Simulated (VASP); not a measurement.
A run of VASP 6.6.1:

Contents of INCAR:

```
SYSTEM = O
ALGO     = Normal         ! electronic algorithm
EDIFF    = 1E-6           ! SCF threshold, eV
ENCUT    = 600            ! plane-wave cutoff, eV
GGA      = RE             ! functional
GGA_COMPAT= .FALSE.      
ISIF     = 2              ! what is computed and relaxed
ISMEAR   = 1              ! smearing method
ISYM     = 0            
LASPH    = .TRUE.         ! aspherical terms in the spheres
LCHARG   = .TRUE.         ! write CHGCAR
LELF     = .TRUE.         ! ELF
LREAL    = .FALSE.        ! projectors in reciprocal space
LVHAR    = .TRUE.       
LWAVE    = .FALSE.        ! write WAVECAR
NBANDS   = 13             ! bands
NELM     = 120            ! most SCF steps
PREC     = Accurate       ! precision mode
SIGMA    = 0.06802846561497 ! smearing width, eV
```

File KPOINTS:

```
Automatic mesh
0
Gamma
  2 4 1
  0.5 0.5 0
```

Contents of POSCAR:

```
O
1.0
    0.0000000000      2.1075500000      3.3448500000
    1.4783500000      0.0000000000      3.3448500000
    1.4783500000      2.1075500000      0.0000000000
O
2
Direct
    0.0871000000      0.0871000000      0.9129000000
    0.9129000000      0.9129000000      0.0871000000
```

Potentials or basis: VASP PAW PBE potentials, release 64 (O).

The run is started by

```bash
$ cat potpaw_PBE.64/O/POTCAR > POTCAR
$ mpirun -np 1 vasp_std > vasp.out
```

Hardware: 1 thread of AMD EPYC 9R45 96-Core Processor (Zen 5) (shared host).

How long does it take, and how much memory?

Run time: 2.4 s on 1 thread of AMD EPYC 9R45 96-Core Processor (Zen 5), on a shared host, peak memory 0.11 GiB. Counts: scf iterations 13, k points 4.
